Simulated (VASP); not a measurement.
SnP4: relaxation of cell and atoms with PBE

Crystal: SnP4.

```
Sn P
1.0
     4.79220    0.00000    0.00000
     0.00000    4.79220    0.00000
     0.00000    0.00000    4.79220
Sn P
1 4
Direct
  0.50000 0.50000 0.50000
  0.00000 0.50000 0.50000
  0.50000 0.00000 0.50000
  0.50000 0.50000 0.00000
  0.00000 0.00000 0.00000
```

The cell was generated, and may not be a known phase.

```json
{"Program": "VASP 6.6.1", "Task": "relaxation of cell and atoms", "Functional": "PBE", "Potentials or basis": "VASP PAW PBE potentials, release 64 (Sn_d, P)", "Cutoff": "600 eV", "k mesh": "4 × 4 × 4", "Occupations": "gaussian, width 0.1 eV", "Spin": "no spin polarisation", "Dipole correction": "no", "Further INCAR settings": "ALGO = Normal; EDIFF = 1e-06; IBRION = 2; EDIFFG = -0.04; NSW = 90; ISIF = 3"}
```

- Relaxed volume: 24.45 Å³/atom
- Relaxed cell: a = 4.963 Å, b = 4.963 Å, c = 4.963 Å, α = 90.00°, β = 90.00°, γ = 90.00°
- Space group after relaxing (to 0.1 Å): Pm-3m (No. 221)
- Energy gained by relaxing: 49.6 meV/atom
- Ionic steps: 3
- Pressure after relaxing: 0.0 GPa
- Band gap on the k mesh: zero (bands 17 and 18 overlap by 1.66 eV)

The path:
| step | energy change (eV) | largest force (eV/Å) | pressure (GPa) | volume (Å³) |
| --- | --- | --- | --- | --- |
| 1 | 0.0000 | 0.0000 | 7.20 | 110.05 |
| 2 | -0.2257 | 0.0000 | -1.63 | 126.58 |
| 3 | -0.2479 | 0.0000 | 0.02 | 122.26 |

Final structure:
```
Sn P
1.0
     4.96318    0.00000    0.00000
     0.00000    4.96318    0.00000
     0.00000    0.00000    4.96318
Sn P
1 4
Cartesian
  2.4816 2.4816 2.4816
  0.0000 2.4816 2.4816
  2.4816 0.0000 2.4816
  2.4816 2.4816 0.0000
  0.0000 0.0000 0.0000
```

Levels at points of the mesh, in eV from the Fermi level:
| k point | band 14 | band 15 | band 16 | band 17 | band 18 | band 19 | band 20 | band 21 |
| --- | --- | --- | --- | --- | --- | --- | --- | --- |
| (0.00, 0.00, 0.00) | -1.31 | -1.31 | -1.31 | -0.24 | -0.24 | -0.24 | 1.68 | 1.68 |
| (0.50, 0.00, 0.00) | -2.08 | -1.12 | -0.93 | -0.69 | -0.13 | -0.13 | 0.78 | 0.78 |
| (0.50, 0.50, 0.00) | -2.23 | -1.17 | -1.17 | -0.79 | -0.01 | 0.87 | 0.87 | 1.28 |
| (0.50, 0.50, 0.50) | 0.05 | 0.05 | 1.31 | 1.31 | 1.31 | 1.35 | 1.35 | 1.35 |

Wall time 34 s on 1 thread of Intel(R) Xeon(R) 6975P-C (Granite Rapids) (shared host), peak memory 0.25 GiB.

Caveat: spin-orbit coupling is left out, which moves the levels of the heavy elements.
